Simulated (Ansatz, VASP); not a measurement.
## Ga3IrRu: VASP beside Ansatz

Contents of INCAR:

```
SYSTEM = Ga3IrRu
  ALGO = Normal
  EDIFF = 1E-6
  ENCUT = 520
  GGA = PE
  ISIF = 2
  ISMEAR = 0
  ISPIN = 2
  LASPH = .TRUE.
  LCHARG = .TRUE.
  LELF = .TRUE.
  LMAXMIX = 4
  LORBIT = 11
  LREAL = .FALSE.
  LVHAR = .TRUE.
  LWAVE = .FALSE.
  MAGMOM = 0 0 0 1 1
  NBANDS = 43
  NELM = 150
  PREC = Accurate
  SIGMA = 0.1
```

KPOINTS

```
k-points
0
G
  6 6 4
  0 0 0
```

Contents of POSCAR:

```
Ga3IrRu
1.0
    5.1518663310      0.0000000000      0.0000000000
   -2.5759331655      4.4616471195      0.0000000000
    0.0000000000      0.0000000000      4.7895851396
Ga Ru Ir
3 1 1
Direct
    0.5000000000      0.0000000000      0.0000000000
    0.0000000000      0.5000000000      0.0000000000
    0.5000000000      0.5000000000      0.0000000000
    0.0000000000      0.0000000000      0.5000000000
    0.0000000000      0.0000000000      0.0000000000
```

Input for Ansatz:

```yaml
crystal:
  lattice:
    - [5.151866331, 0.0, 0.0]
    - [-2.5759331655, 4.4616471195, 0.0]
    - [0.0, 0.0, 4.7895851396]
  atoms:
    - { symbol: Ga, position: [0.5, 0.0, 0.0] }
    - { symbol: Ga, position: [0.0, 0.5, 0.0] }
    - { symbol: Ga, position: [0.5, 0.5, 0.0] }
    - { symbol: Ru, position: [0.0, 0.0, 0.5], spin: 1.0 }
    - { symbol: Ir, position: [0.0, 0.0, 0.0], spin: 1.0 }
basis:
  ecutwfc: 420
kpoints:
  mp_grid: { grid: [6, 6, 4] }
hamiltonian:
  xc: pbe
scf:
  occupations: { method: gaussian, width: 0.1 }
  lower_state_search: "off"
output:
  forces: true
  stress: true
  eigenvalues: true
  populations: true
magnetization:
  spin_polarized: true
```

Alike in both runs: task single point; functional PBE; k mesh 6 × 6 × 4; occupations gaussian, width 0.1 eV; collinear spin.

```csv
,VASP,Ansatz
version,VASP 6.6.1,Ansatz 0.2.0
potentials or method,"VASP PAW PBE potentials, release 64 (Ga_d, Ru_pv, Ir), cutoff 520 eV","scalar-relativistic, plane waves, PAW"
valence electrons in the cell,62,72
```

|  | VASP | Ansatz | Ansatz less VASP |
| --- | --- | --- | --- |
| gap on the k mesh at the Fermi level (eV) | none | none | - |
| pressure (GPa) | 1.9 | 1.6 | -0.24 |
| traceless stress, the component that is largest in VASP (GPa) | 3.43 | 3.29 | -0.141 |
| net moment per atom (μB) | 0.37 | 0.36 | -0.005 |
| size of the moment on the site where the two differ most (μB) | 1.49 | 1.26 | -0.228 |

Site moments also hang on the region over which each program counts them. A gap of «none» marks a metal or a gap that the smearing closes. With one functional, cell and mesh, what is left measures potentials, basis and numerics. VASP's potentials hold 62 valence electrons a cell and Ansatz's 72, so a difference there can come from the potentials and not from the codes.

Neither program's run includes spin-orbit coupling.
